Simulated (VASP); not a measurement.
# P (P6_3/mmc) in VASP: further runs, part 2 of 2

VASP 6.6.1.

## (3) Single point, r2SCAN (volume scaled by 0.88)

POSCAR

```
P
1.0
    2.5014235807      0.0000000000      0.0000000000
   -1.2507117903      2.1662963665      0.0000000000
    0.0000000000      0.0000000000      9.6845708071
P
4
Direct
    1.0000000000      1.0000000000      1.0000000000
    1.0000000000      1.0000000000      0.5000000000
    0.3333333333      0.6666666667      0.2500000000
    0.6666666667      0.3333333333      0.7500000000
```

INCAR.step1

```
PREC = Accurate ; ENCUT = 520
ISMEAR = -1 ; SIGMA = 0.1
LREAL = F ; LASPH = T
NELM = 80 ; NBANDS = 18
GGA = PE ; ALGO = Normal
EDIFF = 1E-4 ; LWAVE = T
LCHARG = F
```

INCAR.step2

```
PREC = Accurate ; ENCUT = 520
EDIFF = 1E-7 ; ISMEAR = -1
SIGMA = 0.1 ; LREAL = F
LASPH = T ; NELM = 80
ALGO = Normal ; ISIF = 2
LWAVE = F ; LCHARG = F
METAGGA = R2SCAN ; LMIXTAU = T
NBANDS = 18 ; ISTART = 1
```

KPOINTS

```
Automatic mesh
0
Gamma
  16 16 4
```

Potentials or basis: VASP PAW PBE potentials, release 64 (P).

The run is started by

```console
> cat potpaw_PBE.64/P/POTCAR > POTCAR
> cp INCAR.step1 INCAR
> mpirun -np 1 vasp_std > vasp.out
> cp INCAR.step2 INCAR
> mpirun -np 1 vasp_std > vasp.out
```

OUTCAR:

```text
PREC = Accurate
   ENCUT = 520
   EDIFF = 1E-7
   ISMEAR = -1
   LREAL = F
   LASPH = T
   NELM = 80
   ISIF = 2
   METAGGA = R2SCAN
   ISTART = 1

 ion  position               nearest neighbor table
   1  0.000  0.000  0.000-   3 2.82   4 2.82   3 2.82   4 2.82   4 2.82   3 2.82
   2  0.000  0.000  0.500-   3 2.82   4 2.82   3 2.82   4 2.82   4 2.82   3 2.82
   3  0.333  0.667  0.250-   1 2.82   2 2.82   1 2.82   2 2.82   1 2.82   2 2.82
   4  0.667  0.333  0.750-   1 2.82   2 2.82   1 2.82   2 2.82   1 2.82   2 2.82

  LATTYP: Found a hexagonal cell.
 ALAT       =     2.5014235807
 C/A-ratio  =     3.8716236953

  Lattice vectors:

 A1 = (   2.5014235807,   0.0000000000,   0.0000000000)
 A2 = (  -1.2507117903,   2.1662963665,   0.0000000000)
 A3 = (   0.0000000000,   0.0000000000,   9.6845708071)

Analysis of symmetry for initial positions (statically):
=====================================================================
 Subroutine PRICEL returns:
 Original cell was already a primitive cell.

 Routine SETGRP: Setting up the symmetry group for a
 hexagonal supercell.

 Subroutine GETGRP returns: Found 24 space group operations
 (whereof 12 operations were pure point group operations)
 out of a pool of 24 trial point group operations.

The static configuration has the point symmetry D_3d.
 The point group associated with its full space group is D_6h.

Analysis of symmetry for dynamics (positions and initial velocities):
=====================================================================
 Subroutine PRICEL returns:
 Original cell was already a primitive cell.

 Routine SETGRP: Setting up the symmetry group for a
 hexagonal supercell.

 Subroutine GETGRP returns: Found 24 space group operations
 (whereof 12 operations were pure point group operations)
 out of a pool of 24 trial point group operations.

The dynamic configuration has the point symmetry D_3d.
 The point group associated with its full space group is D_6h.

 Subroutine INISYM returns: Found 24 space group operations
 (whereof 12 operations are pure point group operations),
 and found     1 'primitive' translations

----------------------------------------------------------------------------------------

                                     Primitive cell

  volume of cell :      52.4790

  direct lattice vectors                    reciprocal lattice vectors
     2.501423581  0.000000000  0.000000000     0.399772357  0.230808678  0.000000000
    -1.250711790  2.166296367  0.000000000     0.000000000  0.461617356  0.000000000
     0.000000000  0.000000000  9.684570807     0.000000000  0.000000000  0.103257028

  length of vectors
     2.501423581  2.501423581  9.684570807     0.461617356  0.461617356  0.103257028

  position of ions in fractional coordinates (direct lattice)
     0.000000000  0.000000000  0.000000000
     0.000000000  0.000000000  0.500000000
     0.333333333  0.666666667  0.250000000
     0.666666667  0.333333333  0.750000000

  ion indices of the primitive-cell ions
   primitive index   ion index
                 1           1
                 2           2
                 3           3
                 4           4

----------------------------------------------------------------------------------------

 KPOINTS: Automatic mesh

Automatic generation of k-mesh.
 Grid dimensions read from file:
 generate k-points for:   16   16    4

 Generating k-lattice:

  Cartesian coordinates                     Fractional coordinates (reciprocal lattice)
     0.024985772  0.014425542  0.000000000     0.062500000 -0.000000000  0.000000000
     0.000000000  0.028851085  0.000000000     0.000000000  0.062500000  0.000000000
     0.000000000  0.000000000  0.025814257     0.000000000  0.000000000  0.250000000

  Length of vectors
     0.028851085  0.028851085  0.025814257

  Shift w.r.t. Gamma in fractional coordinates (k-lattice)
     0.000000000  0.000000000  0.000000000

 Subroutine IBZKPT returns following result:
 ===========================================

 Found     90 irreducible k-points:

 Following reciprocal coordinates:
            Coordinates               Weight
  0.000000  0.000000  0.000000      1.000000
  0.062500 -0.000000  0.000000      6.000000
  0.125000 -0.000000  0.000000      6.000000
  0.187500 -0.000000  0.000000      6.000000
  0.250000 -0.000000  0.000000      6.000000
  0.312500  0.000000  0.000000      6.000000
[... 16 lines left out ...]
  0.187500  0.187500  0.000000      6.000000
  0.250000  0.187500  0.000000     12.000000
 [... further k-points ...]
   k-points           NKPTS =     90   k-points in BZ     NKDIM =     90   number of bands    NBANDS=     18
   number of dos      NEDOS =    301   number of ions     NIONS =      4
   total plane-waves  NPLWV =  28800
   dimension x,y,z NGX =    20 NGY =   20 NGZ =   72
   dimension x,y,z NGXF=    40 NGYF=   40 NGZF=  144
   ions per type =               4
   NGX,Y,Z   is equivalent  to a cutoff of  13.29, 13.29, 12.36 a.u.
   NGXF,Y,Z  is equivalent  to a cutoff of  26.58, 26.58, 24.72 a.u.
 SYSTEM =  unknown system
   PREC   = accura    normal or accurate (medium, high low for compatibility)
   ISTART =      1    job   : 0-new  1-cont  2-samecut
   ICHARG =      0    charge: 1-file 2-atom 10-const
   ISPIN  =      1    spin polarized calculation?
   LNONCOLLINEAR =      F non collinear calculations
   LSORBIT =      F    spin-orbit coupling
   LASPH  =      T    aspherical Exc in radial PAW
   ENCUT  =  520.0 eV  38.22 Ry    6.18 a.u.   4.65  4.65 18.01*2*pi/ulx,y,z
   NELM   =     80;   NELMIN=  2; NELMDL=  0     # of ELM steps
   EDIFF  = 0.1E-06   stopping-criterion for ELM
   LREAL  =      F    real-space projection
   EDIFFG = 0.1E-05   stopping-criterion for IOM
   NSW    =      0    number of steps for IOM
   IBRION =     -1    ionic relax: 0-MD 1-quasi-New 2-CG
   NFREE  =      0    steps in history (QN), initial steepest desc. (CG)
   ISIF   =      2    stress and relaxation
   ISYM   =      2    0-nonsym 1-usesym 2-fastsym
   POTIM  = 0.5000    time-step for ionic-motion
   TEBEG  =    0.0;   TEEND  =   0.0 temperature during run
   PSTRESS=    0.0 pullay stress
   NELECT =      20.0000    total number of electrons
   NUPDOWN=      -1.0000    fix difference up-down
   EMIN   =  10.00;   EMAX   =-10.00  energy-range for DOS
   EFERMI =   0.00;   METHOD = LEGACY
   ISMEAR =    -1;   SIGMA  =   0.10  broadening in eV -4-tet -1-fermi 0-gaus
   EFERMI_NEDOS =   21; number of points for ismear=-14 and -15
   IALGO  =     38    algorithm
   IMIX   =      4    mixing-type and parameters
     AMIX     =   0.40;   BMIX     =  1.00
     AMIX_MAG =   1.60;   BMIX_MAG =  1.00
  volume/ion in A,a.u.               =      13.12        88.54
  Fermi-wavevector in a.u.,A,eV,Ry     =   1.186924  2.242962 19.167740  1.408789
  Thomas-Fermi vector in A             =   2.323087
   LORBIT       =      0    0 simple, 1 ext, 2 COOP (PROOUT), +10 PAW based schemes
   METAGGA = R2SCAN    functional components
   LHFCALC =     F    Hartree Fock is set to
   AEXX    =    0.0000 exact exchange contribution
   IVDW    =     0    specifies the selected vdW correction
   LEPSILON=     F    determine dielectric tensor
   LRPA    =     F    only Hartree local field effects (RPA)
 non-spin polarized calculation
  energy-cutoff  :      520.00
  volume of cell :       52.48
 maximum number of plane-waves:      1453
 NGX is ok and might be reduce to    20
   NGX =  9   NGY =  9   NGZ = 37

 number of electron      19.9999998 magnetization

 Free energy of the ion-electron system (eV)
  ---------------------------------------------------
  ext. energy  EPLUGINS =         0.00000000
  ---------------------------------------------------
  free energy    TOTEN  =       -31.44227745 eV

  energy without entropy =      -31.39345877  energy(sigma->0) =      -31.41786811

 E-fermi :  11.2725     XC(G=0): -12.6790

 val. band max:       11.2496606868   @ k =   0.2500   0.1875   0.0000
 cond. band min:      11.2904710283   @ k =   0.3125   0.1250   0.0000
 fundamental gap:      0.0408103414
 Fermi energy:        11.2725146458

 k-point     1 :       0.0000    0.0000    0.0000
  band No.  band energies     occupation
      1      -7.2447      2.00000
      2      -5.7650      2.00000
      3      -5.7495      2.00000
      4      -2.7817      2.00000
      5       1.5416      2.00000
      6       7.3970      2.00000
[... 10 lines left out ...]
     17      21.3915      0.00000
     18      24.5614      0.00000
[... 466 lines left out ...]
      2      -1.1964      2.00000
      3      -1.1828      2.00000
      4       1.7206      2.00000
      5       5.8661      2.00000
      6       7.0140      2.00000
[... 10 lines left out ...]
     17      18.4222      0.00000
     18      21.1495      0.00000

 [... further k-points ...]
[... 5 lines left out ...]
  --------------------------------------------------------------------------------------
  -------------------------------------------------------------------------------------
  Total        4.8391864      4.8391864      3.5967111      0.0000000      0.0000000      0.0000000
  in kB      147.7397778    147.7397778    109.8071571      0.0000000      0.0000000      0.0000000
  external PRESSURE =     135.0955709 kB  Pullay stress =       0.0000000 kB

 VOLUME and BASIS-vectors are now :
 -----------------------------------------------------------------------------
  energy-cutoff  :      520.00
  volume of cell :       52.48
      direct lattice vectors                 reciprocal lattice vectors
     2.501423581  0.000000000  0.000000000     0.399772357  0.230808678  0.000000000
    -1.250711790  2.166296367  0.000000000     0.000000000  0.461617356  0.000000000
     0.000000000  0.000000000  9.684570807     0.000000000  0.000000000  0.103257028

 POSITION                                       TOTAL-FORCE (eV/Angst)
 -----------------------------------------------------------------------------------
      0.00000      0.00000      0.00000         0.000000      0.000000     -0.000000
      0.00000      0.00000      4.84229         0.000000      0.000000     -0.000000
     -0.00000      1.44420      2.42114        -0.000000      0.000000     -0.000000
      1.25071      0.72210      7.26343         0.000000     -0.000000      0.000000
 -----------------------------------------------------------------------------------
    total drift:                                0.000000      0.000000     -0.000000

  FREE ENERGIE OF THE ION-ELECTRON SYSTEM (eV)
  ---------------------------------------------------
  free  energy   TOTEN  =       -31.4422774463 eV

  energy  without entropy=      -31.3934587723  energy(sigma->0) =      -31.41786811
```

Wall time 2.5 min (1 thread of Intel Xeon 6975P-C (Granite Rapids), shared host); peak memory 0.2 GiB.

What came out:

| Property | Result |
| --- | --- |
| Free energy | -31.4423 eV |
| Pressure | 13.5 GPa |
| Band gap on the k mesh | zero (band 10 reaches 20.17 eV, above the bottom of band 11 at 7.13 eV) |

Stress tensor (GPa, compression positive):
```
14.77  0.00  0.00
 0.00 14.77  0.00
 0.00  0.00 10.98
```

Caveat: the PAW data sets were made with another functional, which shifts forces and pressure a little.

## (4) Single point, r2SCAN (volume scaled by 0.92)

POSCAR

```
P
1.0
    2.5387637660      0.0000000000      0.0000000000
   -1.2693818830      2.1986339156      0.0000000000
    0.0000000000      0.0000000000      9.8291379536
P
4
Direct
    1.0000000000      1.0000000000      1.0000000000
    1.0000000000      1.0000000000      0.5000000000
    0.3333333333      0.6666666667      0.2500000000
    0.6666666667      0.3333333333      0.7500000000
```

INCAR.step1

```
PREC     = Accurate       # precision mode
ENCUT    = 520            # plane-wave cutoff, eV
ISMEAR   = -1             # smearing method
SIGMA    = 0.1            # smearing width, eV
LREAL    = F              # projectors in reciprocal space
LASPH    = T              # aspherical terms in the spheres
NELM     = 100            # most SCF steps
NBANDS   = 18             # bands
GGA      = PE             # functional
ALGO     = Normal         # electronic algorithm
EDIFF    = 1E-4           # SCF threshold, eV
LWAVE    = T              # write WAVECAR
LCHARG   = F              # write CHGCAR
```

INCAR.step2

```
PREC     = Accurate       # precision mode
ENCUT    = 520            # plane-wave cutoff, eV
EDIFF    = 1E-6           # SCF threshold, eV
ISMEAR   = -1             # smearing method
SIGMA    = 0.1            # smearing width, eV
LREAL    = F              # projectors in reciprocal space
LASPH    = T              # aspherical terms in the spheres
NELM     = 100            # most SCF steps
ALGO     = Normal         # electronic algorithm
ISIF     = 2              # what is computed and relaxed
LWAVE    = F              # write WAVECAR
LCHARG   = T              # write CHGCAR
METAGGA  = R2SCAN         # meta-GGA
LMIXTAU  = T            
LELF     = T              # ELF
LVHAR    = T            
NBANDS   = 18             # bands
ISTART   = 1
```

KPOINTS

```
regular mesh
0
Gamma
  16 16 4
```

The run is started by

```console
> cat potpaw_PBE.64/P/POTCAR > POTCAR
> cp INCAR.step1 INCAR
> mpirun -np 1 vasp_std > vasp.out
> cp INCAR.step2 INCAR
> mpirun -np 1 vasp_std > vasp.out
```

Wall time 2.4 min (1 thread of Intel Xeon 6975P-C (Granite Rapids), shared host); peak memory 0.21 GiB.

It converged, with:

```yaml
Free_energy: -31.6023 eV
Pressure: 8.0 GPa
Band_gap_on_the_k_mesh: zero (band 10 reaches 19.01 eV, above the bottom of band 11 at 6.58 eV)
```

Stress tensor (GPa, compression positive):
```
8.62 0.00 0.00
0.00 8.62 0.00
0.00 0.00 6.84
```

Levels at points of the mesh, in eV from the Fermi level:
```csv
k point,band 7,band 8,band 9,band 10,band 11,band 12,band 13,band 14
"(0.00, 0.00, 0.00)",-3.70,3.94,8.20,8.26,8.26,8.79,8.79,8.89
"(0.50, 0.00, 0.00)",-6.25,-6.13,-2.56,-1.51,1.64,2.50,2.87,3.96
"(0.00, 0.00, 0.50)",0.65,0.65,8.42,8.42,8.42,8.42,9.33,9.33
"(0.50, 0.00, 0.50)",-7.13,-7.13,-1.12,-1.12,0.73,0.73,3.16,3.16
```

Caveat: the PAW data sets were made with another functional, which shifts forces and pressure a little.

## (5) Overview

```csv
cell,k mesh,gap on the mesh (eV),pressure (GPa)
"a = 2.610, b = 2.610, c = 10.106 Å, angles 90.0, 90.0, 120.0°, 4 atoms",13 × 13 × 4,none,-0.1
"a = 2.501, b = 2.501, c = 9.685 Å, angles 90.0, 90.0, 120.0°, 4 atoms",16 × 16 × 4,none,13.5
"a = 2.539, b = 2.539, c = 9.829 Å, angles 90.0, 90.0, 120.0°, 4 atoms",16 × 16 × 4,none,8.0
```

Alike in all rows: task single point; level r2SCAN; potentials or basis VASP PAW PBE potentials, release 64 (P); no spin polarisation; cutoff (eV) 520; smearing fermi-dirac 0.1 eV.

Caveats: the PAW data sets were made with another functional, which shifts forces and pressure a little.

Total energies depend on the potentials used, so only differences within one code and one set of settings carry meaning.
